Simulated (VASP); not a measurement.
# Ni (Im-3m) in VASP: notebook

The runs below take Ni through single point, with PBEsol+D3(BJ).

Program: VASP 6.6.1. These are calculated values, not measurements. Logs are shortened: lines on timing, memory, paths and dates and some standing lists are left out, and cuts for length are marked.

### 1 The cell of the first run

It takes space group Im-3m (No. 229, cubic). The conventional cell has a = 2.767 Å, b = 2.767 Å, c = 2.767 Å, α = 90.00°, β = 90.00°, γ = 90.00°. Ni (site symmetry m-3m) has 14 Ni at 2.40 to 2.77 Å within 3.2 Å.

### 2 Single point, PBEsol+D3(BJ), collinear spin, ferromagnetic start

Input file INCAR:

```
ALGO     = Normal         # electronic algorithm
EDIFF    = 1E-7           # SCF threshold, eV
ENCUT    = 520            # plane-wave cutoff, eV
GGA      = PS             # functional
ISIF     = 2              # what is computed and relaxed
ISMEAR   = 0              # smearing method
ISPIN    = 2              # spin polarisation
IVDW     = 12             # dispersion correction
LASPH    = True           # aspherical terms in the spheres
LCHARG   = False          # write CHGCAR
LMAXMIX  = 4              # l up to which the mixer works
LORBIT   = 11             # projections on sites
LREAL    = False          # projectors in reciprocal space
LWAVE    = False          # write WAVECAR
MAGMOM   = 2              # initial moments
NBANDS   = 15             # bands
NELM     = 150            # most SCF steps
PREC     = Accurate       # precision mode
SIGMA    = 0.3            # smearing width, eV
```

Input file KPOINTS:

```
k-points
0
Gamma
  15 15 15
```

Input file POSCAR:

```
Ni
1.0
   -1.3837150000      1.3837150000      1.3837150000
    1.3837150000     -1.3837150000      1.3837150000
    1.3837150000      1.3837150000     -1.3837150000
Ni
1
Direct
    0.0000000000      0.0000000000      0.0000000000
```

Potentials or basis: VASP PAW PBE potentials, release 64 (Ni).

Started as:

```console
$ cat potpaw_PBE.64/Ni/POTCAR > POTCAR
$ mpirun -np 1 vasp_std > vasp.out
```

OUTCAR:

```text
EDIFF = 1E-7
   ENCUT = 520
   GGA = PS
   ISIF = 2
   ISMEAR = 0
   ISPIN = 2
   IVDW = 12
   LASPH = True
   LORBIT = 11
   LREAL = False
   NELM = 150
   PREC = Accurate
 IVDW          = 12

 ion  position               nearest neighbor table
   1  0.000  0.000  0.000-

  LATTYP: Found a body centered cubic cell.
 ALAT       =     2.7674300000

  Lattice vectors:

 A1 = (  -1.3837150000,   1.3837150000,   1.3837150000)
 A2 = (   1.3837150000,  -1.3837150000,   1.3837150000)
 A3 = (   1.3837150000,   1.3837150000,  -1.3837150000)

Analysis of symmetry for initial positions (statically):
=====================================================================
 Subroutine PRICEL returns:
 Original cell was already a primitive cell.

 Routine SETGRP: Setting up the symmetry group for a
 body centered cubic supercell.

 Subroutine GETGRP returns: Found 48 space group operations
 (whereof 48 operations were pure point group operations)
 out of a pool of 48 trial point group operations.

The static configuration has the point symmetry O_h .

Analysis of symmetry for dynamics (positions and initial velocities):
=====================================================================
 Subroutine PRICEL returns:
 Original cell was already a primitive cell.

 Routine SETGRP: Setting up the symmetry group for a
 body centered cubic supercell.

 Subroutine GETGRP returns: Found 48 space group operations
 (whereof 48 operations were pure point group operations)
 out of a pool of 48 trial point group operations.

The dynamic configuration has the point symmetry O_h .

Analysis of structural, dynamic, and magnetic symmetry:
=====================================================================
 Subroutine PRICEL returns:
 Original cell was already a primitive cell.

 Routine SETGRP: Setting up the symmetry group for a
 body centered cubic supercell.

 Subroutine GETGRP returns: Found 48 space group operations
 (whereof 48 operations were pure point group operations)
 out of a pool of 48 trial point group operations.

The overall configuration has the point symmetry O_h .

 Subroutine INISYM returns: Found 48 space group operations
 (whereof 48 operations are pure point group operations),
 and found     1 'primitive' translations

----------------------------------------------------------------------------------------

                                     Primitive cell

  volume of cell :      10.5974
[... 123 lines left out ...]
 NGX is ok and might be reduce to    18
   NGX =  9   NGY =  9   NGZ =  9

 number of electron      10.0000004 magnetization       0.4698957

 Free energy of the ion-electron system (eV)
  ---------------------------------------------------
  ext. energy  EPLUGINS =         0.00000000
  ---------------------------------------------------
  free energy    TOTEN  =        -6.07113831 eV

  energy without entropy =       -5.98682019  energy(sigma->0) =       -6.02897925

 E-fermi :   9.4503     XC(G=0): -13.5885

 val. band max:        9.4425180446   @ k =  -0.4667   0.4667   0.0667
 cond. band min:       9.4527004605   @ k =  -0.4000  -0.4000   0.1333
 fundamental gap:      0.0101824158
 Fermi energy:         9.4502565038

 spin component 1

 k-point     1 :       0.0000    0.0000    0.0000
  band No.  band energies     occupation
      1       0.3167      1.00000
      2       7.1367      1.00000
      3       7.1367      1.00000
      4       7.1367      1.00000
      5       8.5533      0.99999
      6       8.5533      0.99999
      7      36.1354      0.00000
      8      36.1354      0.00000
      9      36.1354      0.00000
     10      41.1950      0.00000
     11      41.1950      0.00000
     12      42.4271      0.00000
     13      42.4271      0.00000
     14      42.4271      0.00000
[... 403 lines left out ...]
      4       8.4770      1.00000
      5       8.8654      0.99708
      6      12.9223      0.00000
      7      16.4048      0.00000
      8      22.0713      0.00000
      9      28.9936      0.00000
     10      36.8198      0.00000
     11      41.9512      0.00000
     12      44.7753      0.00000
     13      48.1723      0.00000
     14      55.4615      0.00000
     15      55.9076      0.00000

 [... further k-points ...]

 spin component 2

 k-point     1 :       0.0000    0.0000    0.0000
  band No.  band energies     occupation
      1       0.3252      1.00000
      2       7.6587      1.00000
      3       7.6587      1.00000
      4       7.6587      1.00000
      5       9.0210      0.97850
      6       9.0210      0.97850
      7      36.0788      0.00000
      8      36.0788      0.00000
      9      36.0788      0.00000
     10      41.1744      0.00000
     11      41.1744      0.00000
     12      42.5885      0.00000
     13      42.5885      0.00000
     14      42.5885      0.00000
[... 403 lines left out ...]
      4       8.9739      0.98764
      5       9.3772      0.63477
      6      13.1596      0.00000
      7      16.6576      0.00000
      8      22.1882      0.00000
      9      29.0649      0.00000
     10      36.8573      0.00000
     11      41.9495      0.00000
     12      44.8449      0.00000
     13      48.3502      0.00000
     14      55.8844      0.00000
     15      56.3606      0.00000

 [... further k-points ...]

------------------------ aborting loop because EDIFF is reached ----------------------------------------

 Edisp (eV)   -0.42871

 E8    (eV) :    -0.2810

  FORCE on cell =-STRESS in cart. coord.  units (eV):
  Direction    XX          YY          ZZ          XY          YZ          ZX
  --------------------------------------------------------------------------------------
  -------------------------------------------------------------------------------------
  Total      -0.57864    -0.57864    -0.57864     0.00000     0.00000     0.00000
  in kB     -87.48283   -87.48283   -87.48283     0.00000     0.00000     0.00000
  external pressure =      -87.48 kB  Pullay stress =        0.00 kB

 VOLUME and BASIS-vectors are now :
 -----------------------------------------------------------------------------
  energy-cutoff  :      520.00
  volume of cell :       10.60
      direct lattice vectors                 reciprocal lattice vectors
    -1.383715000  1.383715000  1.383715000     0.000000000  0.361346086  0.361346086
     1.383715000 -1.383715000  1.383715000     0.361346086  0.000000000  0.361346086
     1.383715000  1.383715000 -1.383715000     0.361346086  0.361346086  0.000000000

 POSITION                                       TOTAL-FORCE (eV/Angst)
 -----------------------------------------------------------------------------------
      0.00000      0.00000      0.00000         0.000000      0.000000     -0.000000
 -----------------------------------------------------------------------------------
    total drift:                                0.000000      0.000000      0.000000

  FREE ENERGIE OF THE ION-ELECTRON SYSTEM (eV)
  ---------------------------------------------------
  free  energy   TOTEN  =        -6.4998479172 eV

  energy  without entropy=       -6.4155297883  energy(sigma->0) =       -6.45768885

 total charge

# of ion       s       p       d       tot
------------------------------------------
    1        0.506   0.519   8.340   9.365

 magnetization (x)

# of ion       s       p       d       tot
------------------------------------------
    1       -0.003  -0.013   0.490   0.474
```

stdout:

```text
POSCAR found type information on POSCAR Ni
 POSCAR found :  1 types and       1 ions
 scaLAPACK will be used
 -----------------------------------------------------------------------------
|                                                                             |
|                                                                             |
|     You enforced a specific xc type in the INCAR file but a different       |
|     I HOPE YOU KNOW WHAT YOU ARE DOING!                                     |
|                                                                             |
 -----------------------------------------------------------------------------

 LDA part: xc-table for (Slater+PW92), standard interpolation
 POSCAR, INCAR and KPOINTS ok, starting setup
 FFT: planning ... GRIDC
 FFT: planning ... GRID_SOFT
 FFT: planning ... GRID
 WAVECAR not read
 entering main loop
```

Run time: 32 s. Hardware: 1 thread of Intel Xeon Platinum 8259CL at 2.50GHz (Skylake/Cascade Lake), shared host; peak memory 0.15 GiB.

Results:

```yaml
Free_energy: -6.4998 eV
Pressure: -8.7 GPa
Net_moment: 0.47 μB per cell
Site_moments: Ni +0.47 μB
Valence_electrons_inside_the_program's_atomic_spheres: Ni 9.37
Dispersion_energy_per_atom: -0.429 eV
```

Caveat: three body term missing; the PAW data sets were made with another functional, which shifts forces and pressure a little; pairwise dispersion overbinds metals, which lowers pressure and volume.

### 3 Single point, PBEsol+D3(BJ), collinear spin, ferromagnetic start

Input file INCAR:

```
PREC = Accurate
ENCUT = 520
EDIFF = 1E-6
ISMEAR = 0
SIGMA = 0.2
LREAL = False
LASPH = True
NELM = 150
ALGO = Normal
ISIF = 2
LWAVE = False
LCHARG = False
ISPIN = 2
MAGMOM = 2
LORBIT = 11
LMAXMIX = 4
GGA = PS
IVDW = 12
NBANDS = 15
```

Input file KPOINTS:

```
regular mesh
0
Gamma
  15 15 15
```

POSCAR is that of step 2.

Potentials or basis: VASP PAW PBE potentials, release 64 (Ni).

Started as:

```console
$ cat potpaw_PBE.64/Ni/POTCAR > POTCAR
$ mpirun -np 1 vasp_std > vasp.out
```

Run time: 32 s. Hardware: 1 thread of Intel Xeon Platinum 8259CL at 2.50GHz (Skylake/Cascade Lake), shared host; peak memory 0.16 GiB.

The run converged. Its results:

```
Free energy                                           : -6.4762 eV
Pressure                                              : -8.9 GPa
Net moment                                            : 0.51 μB per cell
Site moments                                          : Ni +0.52 μB
Valence electrons inside the program's atomic spheres : Ni 9.37
Dispersion energy per atom                            : -0.429 eV
```

Levels at points of the mesh, in eV from the Fermi level:
Spin up:
```
           k point  band 1  band 2  band 3  band 4  band 5  band 6  band 7  band 8  band 9  band 10
(0.00, 0.00, 0.00)   -9.12   -2.32   -2.32   -2.32   -0.88   -0.88   26.71   26.71   26.71    31.77
```
Spin down:
| k point | band 2 | band 3 | band 4 | band 5 | band 6 | band 7 | band 8 | band 9 |
| --- | --- | --- | --- | --- | --- | --- | --- | --- |
| (0.00, 0.00, 0.00) | -1.74 | -1.74 | -1.74 | -0.40 | -0.40 | 26.64 | 26.64 | 26.64 |

Caveat: three body term missing; the PAW data sets were made with another functional, which shifts forces and pressure a little; pairwise dispersion overbinds metals, which lowers pressure and volume.

### 4 Single point, PBEsol+D3(BJ), collinear spin, ferromagnetic start

Input file INCAR:

```
SYSTEM = Ni
  PREC = Accurate
  ENCUT = 520
  EDIFF = 1E-7
  ISMEAR = 0
  SIGMA = 0.1
  LREAL = .FALSE.
  LASPH = .TRUE.
  NELM = 150
  ALGO = Normal
  ISIF = 2
  LWAVE = .FALSE.
  LCHARG = .FALSE.
  ISPIN = 2
  MAGMOM = 2
  LORBIT = 11
  LMAXMIX = 4
  GGA = PS
  IVDW = 12
  NBANDS = 15
```

Input file KPOINTS:

```
regular mesh
0
G
  15 15 15
  0 0 0
```

POSCAR is that of step 3.

Started as:

```console
$ cat potpaw_PBE.64/Ni/POTCAR > POTCAR
$ mpirun -np 1 vasp_std > vasp.out
```

It took 35 s on 1 thread of Intel Xeon Platinum 8259CL at 2.50GHz (Skylake/Cascade Lake), shared host; peak memory 0.15 GiB.

It converged, with:

```yaml
Free_energy: -6.4616 eV
Pressure: -9.0 GPa
Net_moment: 0.54 μB per cell
Site_moments: Ni +0.55 μB
Valence_electrons_inside_the_program's_atomic_spheres: Ni 9.37
Dispersion_energy_per_atom: -0.429 eV
```

Levels at points of the mesh, in eV from the Fermi level:
Spin up:
```tsv
k point	band 3	band 4	band 5	band 6	band 7	band 8
(0.00, 0.00, 0.00)	-2.34	-2.34	-0.87	-0.87	26.72	26.72
```
Spin down:
| k point | band 3 | band 4 | band 5 | band 6 | band 7 | band 8 |
| --- | --- | --- | --- | --- | --- | --- |
| (0.00, 0.00, 0.00) | -1.70 | -1.70 | -0.38 | -0.38 | 26.65 | 26.65 |

Caveat: three body term missing; the PAW data sets were made with another functional, which shifts forces and pressure a little; pairwise dispersion overbinds metals, which lowers pressure and volume.

### 5 Single point, PBEsol+D3(BJ), collinear spin, ferromagnetic start

Input file INCAR:

```
ALGO     = Normal         # electronic algorithm
EDIFF    = 1E-6           # SCF threshold, eV
ENCUT    = 520            # plane-wave cutoff, eV
GGA      = PS             # functional
ISIF     = 2              # what is computed and relaxed
ISMEAR   = 0              # smearing method
ISPIN    = 2              # spin polarisation
IVDW     = 12             # dispersion correction
LASPH    = True           # aspherical terms in the spheres
LCHARG   = False          # write CHGCAR
LMAXMIX  = 4              # l up to which the mixer works
LORBIT   = 11             # projections on sites
LREAL    = False          # projectors in reciprocal space
LWAVE    = False          # write WAVECAR
MAGMOM   = 2              # initial moments
NBANDS   = 15             # bands
NELM     = 150            # most SCF steps
PREC     = Accurate       # precision mode
SIGMA    = 0.05           # smearing width, eV
```

Input file KPOINTS:

```
k-points
0
Gamma
  15 15 15
```

POSCAR is that of step 4.

Potentials or basis: VASP PAW PBE potentials, release 64 (Ni).

Started as:

```console
$ cat potpaw_PBE.64/Ni/POTCAR > POTCAR
$ mpirun -np 1 vasp_std > vasp.out
```

OUTCAR:

```text
EDIFF = 1E-6
   ENCUT = 520
   GGA = PS
   ISIF = 2
   ISMEAR = 0
   ISPIN = 2
   IVDW = 12
   LASPH = True
   LORBIT = 11
   LREAL = False
   NELM = 150
   PREC = Accurate
 IVDW          = 12

 ion  position               nearest neighbor table
   1  0.000  0.000  0.000-

  LATTYP: Found a body centered cubic cell.
 ALAT       =     2.7674300000
[... 1074 lines left out ...]

 Edisp (eV)   -0.42871

 E8    (eV) :    -0.2810

  FORCE on cell =-STRESS in cart. coord.  units (eV):
  Direction    XX          YY          ZZ          XY          YZ          ZX
  --------------------------------------------------------------------------------------
  -------------------------------------------------------------------------------------
  Total      -0.58816    -0.58816    -0.58816     0.00000     0.00000     0.00000
  in kB     -88.92075   -88.92075   -88.92075     0.00000     0.00000     0.00000
  external pressure =      -88.92 kB  Pullay stress =        0.00 kB

 VOLUME and BASIS-vectors are now :
 -----------------------------------------------------------------------------
  energy-cutoff  :      520.00
  volume of cell :       10.60
      direct lattice vectors                 reciprocal lattice vectors
    -1.383715000  1.383715000  1.383715000     0.000000000  0.361346086  0.361346086
     1.383715000 -1.383715000  1.383715000     0.361346086  0.000000000  0.361346086
     1.383715000  1.383715000 -1.383715000     0.361346086  0.361346086  0.000000000

 POSITION                                       TOTAL-FORCE (eV/Angst)
 -----------------------------------------------------------------------------------
      0.00000      0.00000      0.00000         0.000000      0.000000      0.000000
 -----------------------------------------------------------------------------------
    total drift:                                0.000000      0.000000      0.000000

  FREE ENERGIE OF THE ION-ELECTRON SYSTEM (eV)
  ---------------------------------------------------
  free  energy   TOTEN  =        -6.4579668458 eV

  energy  without entropy=       -6.4555773561  energy(sigma->0) =       -6.45677210

 total charge

# of ion       s       p       d       tot
------------------------------------------
    1        0.506   0.517   8.343   9.366

 magnetization (x)

# of ion       s       p       d       tot
------------------------------------------
    1       -0.003  -0.014   0.586   0.569
```

It took 30 s on 1 thread of Intel Xeon Platinum 8259CL at 2.50GHz (Skylake/Cascade Lake), shared host; peak memory 0.15 GiB.

Results:

* Free energy: -6.4580 eV
* Pressure: -8.9 GPa
* Net moment: 0.57 μB per cell
* Site moments: Ni +0.57 μB
* Valence electrons inside the program's atomic spheres: Ni 9.37
* Dispersion energy per atom: -0.429 eV

Caveat: three body term missing; the PAW data sets were made with another functional, which shifts forces and pressure a little; pairwise dispersion overbinds metals, which lowers pressure and volume.

### 6 Summary

```tsv
smearing	gap on the mesh (eV)	pressure (GPa)	moment (μB)
gaussian 0.3 eV	none	-8.7	0.47
gaussian 0.2 eV	none	-8.9	0.51
gaussian 0.1 eV	none	-9.0	0.54
gaussian 0.05 eV	none	-8.9	0.57
```

Alike in all rows: task single point; level PBEsol+D3(BJ); potentials or basis VASP PAW PBE potentials, release 64 (Ni); spin collinear, ferromagnetic start; cell as given; k mesh 15 × 15 × 15; cutoff (eV) 520.

Every run on the cell as given and a fine mesh finds a metal.

Caveats: three body term missing; the PAW data sets were made with another functional, which shifts forces and pressure a little; pairwise dispersion overbinds metals, which lowers pressure and volume.

Absolute energies hang on the potentials; compare differences alone.
